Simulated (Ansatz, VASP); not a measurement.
## One calculation of HC20, two programs

```xyz
42
Lattice="7.2016 0.0000 0.0000 -3.3194 7.7908 0.0000 0.0000 0.0000 22.7917" Properties=species:S:1:pos:R:3 pbc="T T T"
C     1.2478    1.2988    4.0000
C    -0.4119    5.1941    4.0000
C     4.8486    1.2988    4.0000
C     3.1889    5.1941    4.0000
C     0.6932    2.5966    4.0000
C    -0.9665    6.4920    4.0000
C     4.2940    2.5966    4.0000
C     2.6343    6.4920    4.0000
C     0.4180    3.2465    5.2223
C    -1.2417    7.1418    5.2223
C     4.0188    3.2465    5.2223
C     2.3591    7.1418    5.2223
C     1.5231    0.6489    5.2223
C    -0.1366    4.5443    5.2223
C     5.1239    0.6489    5.2223
C     3.4642    4.5443    5.2223
C     1.2442    1.3061    6.4438
C    -0.4155    5.2015    6.4438
C     4.8450    1.3061    6.4438
C     3.1853    5.2015    6.4438
C     0.6969    2.5893    6.4438
C    -0.9628    6.4846    6.4438
C     4.2976    2.5893    6.4438
C     2.6379    6.4846    6.4438
C     0.4122    3.2592    7.6703
C    -1.2475    7.1546    7.6703
C     4.0130    3.2592    7.6703
C     2.3533    7.1546    7.6703
C     1.5289    0.6362    7.6703
C    -0.1308    4.5316    7.6703
C     5.1296    0.6362    7.6703
C     3.4699    4.5316    7.6703
C     1.2137    1.3803    8.7917
C    -0.4460    5.2757    8.7917
C     4.8144    1.3803    8.7917
C     3.1547    5.2757    8.7917
C     0.7274    2.5151    8.7917
C    -0.9323    6.4105    8.7917
C     4.3282    2.5151    8.7917
C     2.6685    6.4105    8.7917
H     6.2560    2.2161   11.3917
H     6.0012    2.8141   11.3917
```

Alike in both runs: task single point; functional LDA; k mesh 4 × 4 × 1; occupations gaussian, width 0.05 eV; no spin polarisation.

|  | VASP | Ansatz |
| --- | --- | --- |
| version | VASP 6.6.1 | Ansatz 0.2.0 |
| potentials or method | VASP PAW LDA potentials, release 64 (C, H), cutoff 520 eV | scalar-relativistic, plane waves, PAW |
| valence electrons in the cell | 162 | 162 |

```tsv
	VASP	Ansatz	Ansatz less VASP
gap on the k mesh at the Fermi level (eV)	none	none	-
rms of the force components (eV/Å)	1.912	1.917	+0.0050
work function, face that differs most (eV)	6.67	6.68	+0.005
```

Ansatz warns that its potentials were made for another functional, while VASP's fit it. LDA's correlation is that of Perdew and Zunger in VASP and of Perdew and Wang (1992) in Ansatz. Atom by atom the forces differ by 0.030 eV/Å (rms over components). A gap of «none» marks a metal or a gap that the smearing closes.
